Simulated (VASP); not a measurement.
# Pt (P6_3/mmc) in VASP: further runs

The runs below take Pt through relaxation of cell and atoms, with PBE.

Program: VASP 6.6.1. These are calculated values, not measurements. Logs are shortened: lines on timing, memory, paths and dates and some standing lists are left out, and cuts for length are marked.

### 1 The cell of the first run

It takes space group P6_3/mmc (No. 194, hexagonal). The conventional cell has a = 2.761 Å, b = 2.761 Å, c = 4.792 Å, α = 90.00°, β = 90.00°, γ = 120.00°. Pt (site symmetry -6m2) has 12 Pt at 2.76 to 2.88 Å within 3.6 Å.

### 2 Relaxation of cell and atoms, PBE, target pressure 2 GPa, at which the enthalpy is minimised

File INCAR:

```
SYSTEM = Pt
PREC = Accurate
ENCUT = 600
EDIFF = 1E-6
ISMEAR = -1
SIGMA = 0.05
LREAL = .FALSE.
LASPH = .TRUE.
NELM = 80
ALGO = Fast
ISIF = 3
LWAVE = .FALSE.
LCHARG = .FALSE.
GGA = PE
IBRION = 2
NSW = 60
EDIFFG = -0.01
PSTRESS = 20.0
```

File KPOINTS:

```
regular mesh
0
G
  11 11 6
  0 0 0
```

File POSCAR:

```
Pt
1.0
    2.7606656158      0.0000000000      0.0000000000
   -1.3803328079      2.3908065546      0.0000000000
    0.0000000000      0.0000000000      4.7921340000
Pt
2
Direct
    0.3333333333      0.6666666667      0.2500000000
    0.6666666667      0.3333333333      0.7500000000
```

Potentials or basis: VASP PAW PBE potentials, release 64 (Pt).

Launch:

```bash
$ cat potpaw_PBE.64/Pt/POTCAR > POTCAR
$ mpirun -np 1 vasp_std > vasp.out
```

OUTCAR:

```text
SYSTEM = Pt
   PREC = Accurate
   ENCUT = 600
   EDIFF = 1E-6
   ISMEAR = -1
   LREAL = .FALSE.
   LASPH = .TRUE.
   NELM = 80
   ISIF = 3
   GGA = PE
   IBRION = 2
   NSW = 60
   EDIFFG = -0.01
   PSTRESS = 20.0

 ion  position               nearest neighbor table
   1  0.333  0.667  0.250-   2 2.88   2 2.88   2 2.88   2 2.88   2 2.88   2 2.88
   2  0.667  0.333  0.750-   1 2.88   1 2.88   1 2.88   1 2.88   1 2.88   1 2.88

  LATTYP: Found a hexagonal cell.
 ALAT       =     2.7606656158
 C/A-ratio  =     1.7358618054

  Lattice vectors:

 A1 = (   2.7606656158,   0.0000000000,   0.0000000000)
 A2 = (  -1.3803328079,   2.3908065546,   0.0000000000)
 A3 = (   0.0000000000,   0.0000000000,   4.7921340000)

Analysis of symmetry for initial positions (statically):
=====================================================================
 Subroutine PRICEL returns:
 Original cell was already a primitive cell.

 Routine SETGRP: Setting up the symmetry group for a
 hexagonal supercell.

 Subroutine GETGRP returns: Found 24 space group operations
 (whereof 12 operations were pure point group operations)
 out of a pool of 24 trial point group operations.

The static configuration has the point symmetry D_3d.
 The point group associated with its full space group is D_6h.

Analysis of symmetry for dynamics (positions and initial velocities):
=====================================================================
 Subroutine PRICEL returns:
 Original cell was already a primitive cell.

 Routine SETGRP: Setting up the symmetry group for a
 hexagonal supercell.

 Subroutine GETGRP returns: Found 24 space group operations
 (whereof 12 operations were pure point group operations)
 out of a pool of 24 trial point group operations.

The dynamic configuration has the point symmetry D_3d.
 The point group associated with its full space group is D_6h.

 Subroutine INISYM returns: Found 24 space group operations
 (whereof 12 operations are pure point group operations),
 and found     1 'primitive' translations

----------------------------------------------------------------------------------------

                                     Primitive cell

  volume of cell :      31.6291

  direct lattice vectors                    reciprocal lattice vectors
     2.760665616  0.000000000  0.000000000     0.362231483  0.209134444  0.000000000
    -1.380332808  2.390806555  0.000000000     0.000000000  0.418268888  0.000000000
     0.000000000  0.000000000  4.792134000     0.000000000  0.000000000  0.208675300

[... 98 lines left out ...]
   ISMEAR =    -1;   SIGMA  =   0.05  broadening in eV -4-tet -1-fermi 0-gaus
   EFERMI_NEDOS =   21; number of points for ismear=-14 and -15
   IALGO  =     68    algorithm
   IMIX   =      4    mixing-type and parameters
     AMIX     =   0.40;   BMIX     =  1.00
     AMIX_MAG =   1.60;   BMIX_MAG =  1.00
  volume/ion in A,a.u.               =      15.81       106.72
  Fermi-wavevector in a.u.,A,eV,Ry     =   1.405149  2.655347 26.863944  1.974444
  Thomas-Fermi vector in A             =   2.527639
   LORBIT       =      0    0 simple, 1 ext, 2 COOP (PROOUT), +10 PAW based schemes
   GGA     = PE    functional components
   LHFCALC =     F    Hartree Fock is set to
   AEXX    =    0.0000 exact exchange contribution
   IVDW    =     0    specifies the selected vdW correction
   LEPSILON=     F    determine dielectric tensor
   LRPA    =     F    only Hartree local field effects (RPA)
 conjugate gradient relaxation of ions
 non-spin polarized calculation
 RMM-DIIS sequential band-by-band and
  energy-cutoff  :      600.00
  volume of cell :       31.63
 maximum number of plane-waves:      1081
 NGX is ok and might be reduce to    24
   NGX = 11   NGY = 11   NGZ = 19

--------------------------------------- Ionic step        1  -------------------------------------------

 number of electron      20.0000003 magnetization

 Free energy of the ion-electron system (eV)
  ---------------------------------------------------
  ext. energy  EPLUGINS =         0.00000000
  ---------------------------------------------------
  free energy    TOTEN  =       -12.08600663 eV

  energy without entropy =      -12.05003421  energy(sigma->0) =      -12.06802042

------------------------ aborting loop because EDIFF is reached ----------------------------------------

  FORCE on cell =-STRESS in cart. coord.  units (eV):
  Direction    XX          YY          ZZ          XY          YZ          ZX
  --------------------------------------------------------------------------------------
  -------------------------------------------------------------------------------------
  Total       -0.0823847     -0.0823847     -0.4179255      0.0000000     -0.0000000      0.0000000
  in kB       -4.1732086     -4.1732086    -21.1700706      0.0000000     -0.0000000      0.0000000
  external PRESSURE =     -29.8388293 kB  Pullay stress =      20.0000000 kB
[... 139 lines left out ...]
--------------------------------------- Ionic step        5  -------------------------------------------

 number of electron      20.0000002 magnetization

 Free energy of the ion-electron system (eV)
  ---------------------------------------------------
  ext. energy  EPLUGINS =         0.00000000
  ---------------------------------------------------
  free energy    TOTEN  =       -12.08579493 eV

  energy without entropy =      -12.04912026  energy(sigma->0) =      -12.06745759

 E-fermi :  10.5970     XC(G=0): -13.2819

 val. band max:       10.5967698772   @ k =   0.2727   0.0909   0.1667
 cond. band min:      10.6027147420   @ k =   0.2727   0.2727   0.5000
 fundamental gap:      0.0059448648
 Fermi energy:        10.5970290991

 k-point     1 :       0.0000    0.0000    0.0000
  band No.  band energies     occupation
      1       0.7802      2.00000
      2       3.4723      2.00000
      3       6.6611      2.00000
      4       7.1278      2.00000
      5       7.1278      2.00000
      6       7.5156      2.00000
      7       7.5156      2.00000
      8       8.6974      2.00000
      9       8.6974      2.00000
     10       9.9003      2.00000
     11      10.3639      1.98130
     12      10.3639      1.98130
     13      15.4811      0.00000
     14      25.6534      0.00000
[... 377 lines left out ...]
      1       2.8453      2.00000
      2       4.9016      2.00000
      3       6.0369      2.00000
      4       6.1856      2.00000
      5       6.7978      2.00000
      6       7.3635      2.00000
      7       8.0933      2.00000
      8       8.3351      2.00000
      9       8.9731      2.00000
     10       9.0806      2.00000
     11      10.3827      1.97288
     12      13.2857      0.00000
     13      17.8170      0.00000
     14      23.9506      0.00000

 [... further k-points ...]
[... 5 lines left out ...]
  --------------------------------------------------------------------------------------
  -------------------------------------------------------------------------------------
  Total        0.4089435      0.4089435      0.4094279     -0.0000000      0.0000000      0.0000000
  in kB       20.9942709     20.9942709     21.0191398     -0.0000000      0.0000000      0.0000000
  external PRESSURE =       1.0025605 kB  Pullay stress =      20.0000000 kB
[... 21 lines left out ...]
  energy  without entropy=      -12.0491202569  energy(sigma->0) =      -12.06745759

  enthalpy is  TOTEN    =       -11.6962186890 eV   P V=        0.3895762439

 reached required accuracy - stopping structural energy minimisation
```

OSZICAR:

```text
N       E                     dE             d eps       ncg     rms          rms(c)
DAV:   1     0.114503646980E+03    0.11450E+03   -0.11585E+04  1792   0.154E+03
DAV:   2    -0.106507117167E+02   -0.12515E+03   -0.11954E+03  1996   0.292E+02
[... 39 lines left out ...]
   4 F= -.11695390E+02 E0= -.11677580E+02  d E =-.421040E-02
       N       E                     dE             d eps       ncg     rms          rms(c)
DAV:   1    -0.120908466148E+02   -0.58674E-02   -0.28537E-01  1924   0.439E+00    0.384E-01
RMM:   2    -0.120866911948E+02    0.41554E-02   -0.22817E-03  1792   0.391E-01    0.146E-01
RMM:   3    -0.120858185618E+02    0.87263E-03   -0.10301E-03  1792   0.252E-01    0.620E-02
RMM:   4    -0.120857943631E+02    0.24199E-04   -0.77288E-05  1792   0.771E-02    0.656E-03
RMM:   5    -0.120857949328E+02   -0.56975E-06   -0.90851E-06  1608   0.223E-02
   5 F= -.11696219E+02 E0= -.11677881E+02  d E =-.828443E-03
```

Run time: 67 s. Hardware: 1 thread of Intel Xeon 6975P-C, shared host; peak memory 0.18 GiB.

What came out:

| Item | Value |
| --- | --- |
| Free energy | -12.0858 eV |
| Relaxed volume | 15.60 Å³/atom |
| Relaxed cell | a = 2.758 Å, b = 2.758 Å, c = 4.739 Å, α = 90.00°, β = 90.00°, γ = 120.00° |
| Space group after relaxing (to 0.05 Å) | P6_3/mmc (No. 194) |
| Energy change on relaxing (the enthalpy is what falls) | +0.1 meV/atom |
| Ionic steps | 5 |
| Pressure after relaxing | 2.1 GPa |
| Band gap on the k mesh | zero (band 10 reaches 10.97 eV, above the bottom of band 11 at 9.78 eV) |

Step by step:
```
step  energy change (eV)  largest force (eV/Å)  pressure (GPa)  volume (Å³)
   1              0.0000                0.0000           -0.98        31.63
   2              0.0348                0.0000           10.31        30.30
   3              0.0009                0.0000            2.17        31.22
   4              0.0010                0.0000            2.27        31.21
   5              0.0002                0.0000            2.10        31.21
```

Final structure:
```cif
data_structure
_symmetry_space_group_name_H-M 'P 1'
_symmetry_Int_Tables_number 1
_cell_length_a 2.7576
_cell_length_b 2.7576
_cell_length_c 4.7389
_cell_angle_alpha 90.000
_cell_angle_beta 90.000
_cell_angle_gamma 120.000
_cell_volume 31.21
loop_
_atom_site_label
_atom_site_type_symbol
_atom_site_fract_x
_atom_site_fract_y
_atom_site_fract_z
_atom_site_occupancy
Pt1 Pt 0.33333 0.66667 0.25000 1
Pt2 Pt 0.66667 0.33333 0.75000 1
```

Caveat: the cell is relaxed towards a set pressure, so the enthalpy falls and the energy may rise; spin-orbit coupling is left out, which moves the levels of the heavy elements.

### 3 Relaxation of cell and atoms, PBE, target pressure 5 GPa, at which the enthalpy is minimised

File INCAR:

```
SYSTEM = Pt
PREC = Accurate
ENCUT = 600
EDIFF = 1E-6
ISMEAR = -1
SIGMA = 0.05
LREAL = .False.
LASPH = .True.
NELM = 60
ALGO = Normal
ISIF = 3
LWAVE = .False.
LCHARG = .False.
GGA = PE
IBRION = 2
NSW = 60
EDIFFG = -0.01
PSTRESS = 50.0
```

File KPOINTS:

```
Automatic mesh
0
Gamma
  11 11 6
  0 0 0
```

POSCAR is that of step 2.

Potentials or basis: VASP PAW PBE potentials, release 64 (Pt).

Launch:

```bash
$ cat potpaw_PBE.64/Pt/POTCAR > POTCAR
$ mpirun -np 1 vasp_std > vasp.out
```

Wall time 60 s (1 thread of Intel Xeon 6975P-C, shared host); peak memory 0.19 GiB.

Results (log left out):

- Free energy: -12.0781 eV
- Relaxed volume: 15.43 Å³/atom
- Relaxed cell: a = 2.748 Å, b = 2.748 Å, c = 4.717 Å, α = 90.00°, β = 90.00°, γ = 120.00°
- Space group after relaxing (to 0.05 Å): P6_3/mmc (No. 194)
- Energy change on relaxing (the enthalpy is what falls): +4.0 meV/atom
- Ionic steps: 5
- Pressure after relaxing: 5.0 GPa
- Band gap on the k mesh: zero (band 10 reaches 11.19 eV, above the bottom of band 11 at 9.97 eV)

Stress tensor (GPa, compression positive):
```
5.08 0.00 0.00
0.00 5.08 0.00
0.00 0.00 4.98
```

The path:
```tsv
step	energy change (eV)	largest force (eV/Å)	pressure (GPa)	volume (Å³)
1	0.0000	0.0000	-1.01	31.63
2	0.1764	0.0000	25.10	28.99
3	0.0084	0.0000	5.01	30.89
4	0.0088	0.0000	5.13	30.87
5	0.0079	0.0000	5.05	30.86
```

Final structure:
```
Pt
1.0
     2.74832    0.00000    0.00000
    -1.37416    2.38012    0.00000
     0.00000    0.00000    4.71738
Pt
2
Direct
  0.33333 0.66667 0.25000
  0.66667 0.33333 0.75000
```

Levels at points of the mesh, in eV from the Fermi level:
```
           k point  band 6  band 7  band 8  band 9  band 10  band 11  band 12  band 13  band 14
(0.00, 0.00, 0.00)   -3.14   -3.14   -1.94   -1.94    -0.74    -0.24    -0.24     4.97    15.03
(0.00, 0.00, 0.50)   -3.54   -3.54   -3.54   -0.84    -0.84    -0.84    -0.84    12.32    12.32
```

Caveat: the cell is relaxed towards a set pressure, so the enthalpy falls and the energy may rise; spin-orbit coupling is left out, which moves the levels of the heavy elements.
